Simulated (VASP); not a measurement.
# ZnSe (F-43m) in VASP: notebook

Runs on ZnSe. Level: PBEsol. Tasks: single point, relaxation of cell and atoms.

Everything below comes from runs of VASP 6.6.1. Logs are shortened: lines on timing, memory, paths and dates and some standing lists are left out, and cuts for length are marked.

### Step 1. The cell of the first run

The structure is cubic, space group F-43m (No. 216). Conventional cell: a = 5.634 Å, b = 5.634 Å, c = 5.634 Å, α = 90.00°, β = 90.00°, γ = 90.00°. Zn (site symmetry -43m) has 4 Se at 2.44 Å within 3.2 Å. Within 3.2 Å of Se (site symmetry -43m) lie 4 Zn at 2.44 Å.

### Step 2. Single point, PBEsol

Contents of INCAR:

```
PREC = Accurate
ENCUT = 520
EDIFF = 1E-6
ISMEAR = 0
SIGMA = 0.02
LREAL = False
LASPH = True
NELM = 80
ALGO = Normal
ISIF = 2
LWAVE = False
LCHARG = False
GGA = PS
NBANDS = 16
```

Contents of KPOINTS:

```
regular mesh
0
Gamma
  8 8 8
```

Contents of POSCAR:

```
ZnSe
1.0
    0.0000000000      2.8167926649      2.8167926649
    2.8167926649      0.0000000000      2.8167926649
    2.8167926649      2.8167926649      0.0000000000
Zn Se
1 1
Direct
    0.0000000000      0.0000000000      0.0000000000
    0.2500000000      0.2500000000      0.2500000000
```

Potentials or basis: VASP PAW PBE potentials, release 64 (Zn, Se).

Started as:

```sh
$ cat potpaw_PBE.64/Zn/POTCAR potpaw_PBE.64/Se/POTCAR > POTCAR
$ mpirun -np 1 vasp_std > vasp.out
```

OUTCAR:

```text
PREC = Accurate
   ENCUT = 520
   EDIFF = 1E-6
   ISMEAR = 0
   LREAL = False
   LASPH = True
   NELM = 80
   ISIF = 2
   GGA = PS

 ion  position               nearest neighbor table
   1  0.000  0.000  0.000-   2 2.44   2 2.44   2 2.44   2 2.44
   2  0.250  0.250  0.250-   1 2.44   1 2.44   1 2.44   1 2.44

  LATTYP: Found a face centered cubic cell.
 ALAT       =     5.6335853298

  Lattice vectors:

 A1 = (   0.0000000000,   2.8167926649,   2.8167926649)
 A2 = (   2.8167926649,   0.0000000000,   2.8167926649)
 A3 = (   2.8167926649,   2.8167926649,   0.0000000000)

Analysis of symmetry for initial positions (statically):
=====================================================================
 Subroutine PRICEL returns:
 Original cell was already a primitive cell.

 Routine SETGRP: Setting up the symmetry group for a
 face centered cubic supercell.

 Subroutine GETGRP returns: Found 24 space group operations
 (whereof 24 operations were pure point group operations)
 out of a pool of 48 trial point group operations.

The static configuration has the point symmetry T_d .

Analysis of symmetry for dynamics (positions and initial velocities):
=====================================================================
 Subroutine PRICEL returns:
 Original cell was already a primitive cell.

 Routine SETGRP: Setting up the symmetry group for a
 face centered cubic supercell.

 Subroutine GETGRP returns: Found 24 space group operations
 (whereof 24 operations were pure point group operations)
 out of a pool of 48 trial point group operations.

The dynamic configuration has the point symmetry T_d .

 Subroutine INISYM returns: Found 24 space group operations
 (whereof 24 operations are pure point group operations),
 and found     1 'primitive' translations

----------------------------------------------------------------------------------------

                                     Primitive cell

  volume of cell :      44.6987

  direct lattice vectors                    reciprocal lattice vectors
     0.000000000  2.816792665  2.816792665    -0.177506852  0.177506852  0.177506852
     2.816792665  0.000000000  2.816792665     0.177506852 -0.177506852  0.177506852
     2.816792665  2.816792665  0.000000000     0.177506852  0.177506852 -0.177506852

  length of vectors
     3.983546389  3.983546389  3.983546389     0.307450887  0.307450887  0.307450887

  position of ions in fractional coordinates (direct lattice)
     0.000000000  0.000000000  0.000000000
     0.250000000  0.250000000  0.250000000

  ion indices of the primitive-cell ions
   primitive index   ion index
                 1           1
                 2           2

----------------------------------------------------------------------------------------

 KPOINTS: regular mesh

Automatic generation of k-mesh.
 Grid dimensions read from file:
 generate k-points for:    8    8    8

 Generating k-lattice:

  Cartesian coordinates                     Fractional coordinates (reciprocal lattice)
    -0.022188357  0.022188357  0.022188357     0.125000000  0.000000000  0.000000000
     0.022188357 -0.022188357  0.022188357     0.000000000  0.125000000  0.000000000
     0.022188357  0.022188357 -0.022188357     0.000000000  0.000000000  0.125000000

  Length of vectors
     0.038431361  0.038431361  0.038431361

  Shift w.r.t. Gamma in fractional coordinates (k-lattice)
     0.000000000  0.000000000  0.000000000

 Subroutine IBZKPT returns following result:
 ===========================================

 Found     29 irreducible k-points:

 Following reciprocal coordinates:
            Coordinates               Weight
  0.000000  0.000000  0.000000      1.000000
  0.125000  0.000000  0.000000      8.000000
  0.250000  0.000000  0.000000      8.000000
  0.375000  0.000000  0.000000      8.000000
  0.500000  0.000000  0.000000      4.000000
  0.125000  0.125000  0.000000      6.000000
[... 16 lines left out ...]
  0.500000  0.250000  0.125000     48.000000
 -0.375000  0.250000  0.125000     24.000000
 [... further k-points ...]
   k-points           NKPTS =     29   k-points in BZ     NKDIM =     29   number of bands    NBANDS=     16
   number of dos      NEDOS =    301   number of ions     NIONS =      2
   total plane-waves  NPLWV =  27000
   dimension x,y,z NGX =    30 NGY =   30 NGZ =   30
   dimension x,y,z NGXF=    60 NGYF=   60 NGZF=   60
   ions per type =               1   1
   NGX,Y,Z   is equivalent  to a cutoff of  12.52, 12.52, 12.52 a.u.
   NGXF,Y,Z  is equivalent  to a cutoff of  25.04, 25.04, 25.04 a.u.
 SYSTEM =  unknown system
   PREC   = accura    normal or accurate (medium, high low for compatibility)
   ISTART =      0    job   : 0-new  1-cont  2-samecut
   ICHARG =      2    charge: 1-file 2-atom 10-const
   ISPIN  =      1    spin polarized calculation?
   LNONCOLLINEAR =      F non collinear calculations
   LSORBIT =      F    spin-orbit coupling
   LASPH  =      T    aspherical Exc in radial PAW
   ENCUT  =  520.0 eV  38.22 Ry    6.18 a.u.   7.41  7.41  7.41*2*pi/ulx,y,z
   NELM   =     80;   NELMIN=  2; NELMDL= -5     # of ELM steps
   EDIFF  = 0.1E-05   stopping-criterion for ELM
   LREAL  =      F    real-space projection
   EDIFFG = 0.1E-04   stopping-criterion for IOM
   NSW    =      0    number of steps for IOM
   IBRION =     -1    ionic relax: 0-MD 1-quasi-New 2-CG
   NFREE  =      0    steps in history (QN), initial steepest desc. (CG)
   ISIF   =      2    stress and relaxation
   ISYM   =      2    0-nonsym 1-usesym 2-fastsym
   POTIM  = 0.5000    time-step for ionic-motion
   TEBEG  =    0.0;   TEEND  =   0.0 temperature during run
   PSTRESS=    0.0 pullay stress
   NELECT =      18.0000    total number of electrons
   NUPDOWN=      -1.0000    fix difference up-down
   EMIN   =  10.00;   EMAX   =-10.00  energy-range for DOS
   EFERMI =   0.00;   METHOD = LEGACY
   ISMEAR =     0;   SIGMA  =   0.02  broadening in eV -4-tet -1-fermi 0-gaus
   EFERMI_NEDOS =   21; number of points for ismear=-14 and -15
   IALGO  =     38    algorithm
   IMIX   =      4    mixing-type and parameters
     AMIX     =   0.40;   BMIX     =  1.00
     AMIX_MAG =   1.60;   BMIX_MAG =  1.00
  volume/ion in A,a.u.               =      22.35       150.82
  Fermi-wavevector in a.u.,A,eV,Ry     =   1.208929  2.284545 19.885041  1.461509
  Thomas-Fermi vector in A             =   2.344522
   LORBIT       =      0    0 simple, 1 ext, 2 COOP (PROOUT), +10 PAW based schemes
   GGA     = PS    functional components
   LHFCALC =     F    Hartree Fock is set to
   AEXX    =    0.0000 exact exchange contribution
   IVDW    =     0    specifies the selected vdW correction
   LEPSILON=     F    determine dielectric tensor
   LRPA    =     F    only Hartree local field effects (RPA)
 non-spin polarized calculation
 Gauss-broadening in eV      SIGMA  =   0.02
  energy-cutoff  :      520.00
  volume of cell :       44.70
 maximum number of plane-waves:      1243
 NGX is ok and might be reduce to    30
   NGX = 15   NGY = 15   NGZ = 15

 number of electron      17.9999998 magnetization

 Free energy of the ion-electron system (eV)
  ---------------------------------------------------
  ext. energy  EPLUGINS =         0.00000000
  ---------------------------------------------------
  free energy    TOTEN  =        -6.77315110 eV

  energy without entropy =       -6.77315110  energy(sigma->0) =       -6.77315110

 E-fermi :   1.7745     XC(G=0):  -9.6087

 val. band max:        1.6444455325   @ k =   0.0000   0.0000   0.0000
 cond. band min:       2.8870549696   @ k =   0.0000   0.0000   0.0000
 fundamental gap:      1.2426094371
 Fermi energy:         1.7744908201

 k-point     1 :       0.0000    0.0000    0.0000
  band No.  band energies     occupation
      1     -11.7598      2.00000
      2      -4.9799      2.00000
      3      -4.9799      2.00000
      4      -4.9799      2.00000
      5      -4.5917      2.00000
      6      -4.5917      2.00000
[... 8 lines left out ...]
     15      13.1103      0.00000
     16      13.1103      0.00000

 k-point     2 :       0.1250    0.0000    0.0000
  band No.  band energies     occupation
      1     -11.6546      2.00000
      2      -4.9754      2.00000
      3      -4.9633      2.00000
      4      -4.9633      2.00000
      5      -4.5932      2.00000
      6      -4.5932      2.00000
[... 8 lines left out ...]
     15      12.2735      0.00000
     16      12.3337      0.00000

 k-point     3 :       0.2500    0.0000    0.0000
  band No.  band energies     occupation
      1     -11.3808      2.00000
      2      -4.9269      2.00000
      3      -4.9269      2.00000
      4      -4.9252      2.00000
      5      -4.5918      2.00000
      6      -4.5918      2.00000
[... 8 lines left out ...]
     15      12.0295      0.00000
     16      12.2022      0.00000

 k-point     4 :       0.3750    0.0000    0.0000
  band No.  band energies     occupation
      1     -11.0717      2.00000
      2      -4.8979      2.00000
      3      -4.8979      2.00000
      4      -4.7295      2.00000
      5      -4.5805      2.00000
      6      -4.5805      2.00000
[... 8 lines left out ...]
     15      13.1753      0.00000
     16      13.1753      0.00000
[... 324 lines left out ...]
 k-point    22 :       0.3750    0.2500    0.1250
  band No.  band energies     occupation
      1     -11.1662      2.00000
      2      -4.9452      2.00000
      3      -4.8741      2.00000
      4      -4.8485      2.00000
      5      -4.6079      2.00000
      6      -4.5656      2.00000
[... 8 lines left out ...]
     15      13.8943      0.00000
     16      15.0546      0.00000

 k-point    23 :       0.5000    0.2500    0.1250
  band No.  band energies     occupation
      1     -10.9077      2.00000
      2      -4.8845      2.00000
      3      -4.8491      2.00000
      4      -4.7193      2.00000
      5      -4.5795      2.00000
      6      -4.5281      2.00000
[... 8 lines left out ...]
     15      14.2157      0.00000
     16      15.2833      0.00000

 k-point    24 :      -0.3750    0.2500    0.1250
  band No.  band energies     occupation
      1     -10.7923      2.00000
      2      -4.8750      2.00000
      3      -4.8335      2.00000
      4      -4.6284      2.00000
      5      -4.5849      2.00000
      6      -4.3738      2.00000
[... 8 lines left out ...]
     15      14.3310      0.00000
     16      15.1833      0.00000

 [... further k-points ...]
[... 5 lines left out ...]
  --------------------------------------------------------------------------------------
  -------------------------------------------------------------------------------------
  Total        0.0743216      0.0743216      0.0743216     -0.0000000      0.0000000      0.0000000
  in kB        2.6639785      2.6639785      2.6639785     -0.0000000      0.0000000      0.0000000
  external PRESSURE =       2.6639785 kB  Pullay stress =       0.0000000 kB

 VOLUME and BASIS-vectors are now :
 -----------------------------------------------------------------------------
  energy-cutoff  :      520.00
  volume of cell :       44.70
      direct lattice vectors                 reciprocal lattice vectors
     0.000000000  2.816792665  2.816792665    -0.177506852  0.177506852  0.177506852
     2.816792665  0.000000000  2.816792665     0.177506852 -0.177506852  0.177506852
     2.816792665  2.816792665  0.000000000     0.177506852  0.177506852 -0.177506852

 POSITION                                       TOTAL-FORCE (eV/Angst)
 -----------------------------------------------------------------------------------
      0.00000      0.00000      0.00000        -0.000000     -0.000000     -0.000000
      1.40840      1.40840      1.40840         0.000000      0.000000      0.000000
 -----------------------------------------------------------------------------------
    total drift:                                0.000000      0.000000      0.000001

  FREE ENERGIE OF THE ION-ELECTRON SYSTEM (eV)
  ---------------------------------------------------
  free  energy   TOTEN  =        -6.7731510995 eV

  energy  without entropy=       -6.7731510995  energy(sigma->0) =       -6.77315110
```

Wall time 15 s (1 thread of AMD EPYC 7R13 (Zen 3), shared host); peak memory 0.14 GiB.

What came out:

* Free energy: -6.7732 eV
* Pressure: 0.3 GPa
* Band gap on the k mesh: 1.24 eV, direct

Levels at points of the mesh, in eV from the valence-band top:
| k point | band 6 | band 7 | band 8 | band 9 | band 10 | band 11 | band 12 | band 13 |
| --- | --- | --- | --- | --- | --- | --- | --- | --- |
| (0.00, 0.00, 0.00) | -6.24 | 0.00 | 0.00 | 0.00 | 1.24 | 5.73 | 5.73 | 5.73 |
| (0.50, 0.00, 0.00) | -6.07 | -5.40 | -0.90 | -0.90 | 2.48 | 6.30 | 6.30 | 8.45 |
| (0.50, 0.50, 0.00) | -6.05 | -4.87 | -2.27 | -2.27 | 2.80 | 3.37 | 10.74 | 11.30 |

Caveat: the PAW data sets were made with another functional, which shifts forces and pressure a little. Expect the measured gap to be larger: semilocal functionals such as PBEsol lack the derivative discontinuity.

### Step 3. Relaxation of cell and atoms, PBEsol

This run uses another cell than the first one, of 23.54 Å³/atom, 1.053 times its volume.

Contents of INCAR:

```
ALGO = Normal
EDIFF = 1E-7
EDIFFG = -0.005
ENCUT = 600
GGA = PS
IBRION = 2
ISIF = 3
ISMEAR = 0
LASPH = True
LCHARG = False
LREAL = False
LWAVE = False
NELM = 60
NSW = 70
PREC = Accurate
SIGMA = 0.02
```

Contents of KPOINTS:

```
k-points
0
Gamma
  8 8 8
```

Contents of POSCAR:

```
ZnSe
1.0
    0.0000000000      2.8659201379      2.8659201379
    2.8659201379      0.0000000000      2.8659201379
    2.8659201379      2.8659201379      0.0000000000
Zn Se
1 1
Direct
    0.0000000000      0.0000000000      0.0000000000
    0.2500000000      0.2500000000      0.2500000000
```

Potentials or basis: VASP PAW PBE potentials, release 64 (Zn, Se).

Started as:

```sh
$ cat potpaw_PBE.64/Zn/POTCAR potpaw_PBE.64/Se/POTCAR > POTCAR
$ mpirun -np 1 vasp_std > vasp.out
```

Run time: 32 s. Hardware: 1 thread of AMD EPYC 7R13 (Zen 3), shared host; peak memory 0.17 GiB.

It converged, with:

- Free energy: -6.7735 eV
- Relaxed volume: 22.43 Å³/atom
- Relaxed cell: a = 3.988 Å, b = 3.988 Å, c = 3.988 Å, α = 60.00°, β = 60.00°, γ = 60.00°
- Space group after relaxing (to 0.05 Å): F-43m (No. 216)
- Energy gained by relaxing: 10.2 meV/atom
- Ionic steps: 3
- Pressure after relaxing: 0.0 GPa
- Band gap on the k mesh: 1.23 eV, direct

Step by step:
| step | energy change (eV) | largest force (eV/Å) | pressure (GPa) | volume (Å³) |
| --- | --- | --- | --- | --- |
| 1 | 0.0000 | 0.0000 | -2.81 | 47.08 |
| 2 | -0.0190 | 0.0000 | 0.78 | 44.32 |
| 3 | -0.0203 | 0.0000 | 0.01 | 44.85 |

Final structure:
```
CELL_PARAMETERS angstrom
0.00000 2.82003 2.82003
2.82003 0.00000 2.82003
2.82003 2.82003 0.00000
ATOMIC_POSITIONS crystal
Zn 0.00000 0.00000 0.00000
Se 0.25000 0.25000 0.25000
```

Levels at points of the mesh, in eV from the valence-band top:
```csv
k point,band 5,band 6,band 7,band 8,band 9,band 10,band 11,band 12,band 13
"(0.00, 0.00, 0.00)",-6.23,-6.23,0.00,0.00,0.00,1.23,5.73,5.73,5.73
"(0.50, 0.00, 0.00)",-6.21,-6.06,-5.38,-0.90,-0.90,2.47,6.30,6.30,8.44
"(0.50, 0.50, 0.00)",-6.18,-6.04,-4.85,-2.26,-2.26,2.80,3.37,10.71,11.27
```

Caveat: the PAW data sets were made with another functional, which shifts forces and pressure a little. A hybrid or GW would open this gap; PBEsol tends to underestimate it.
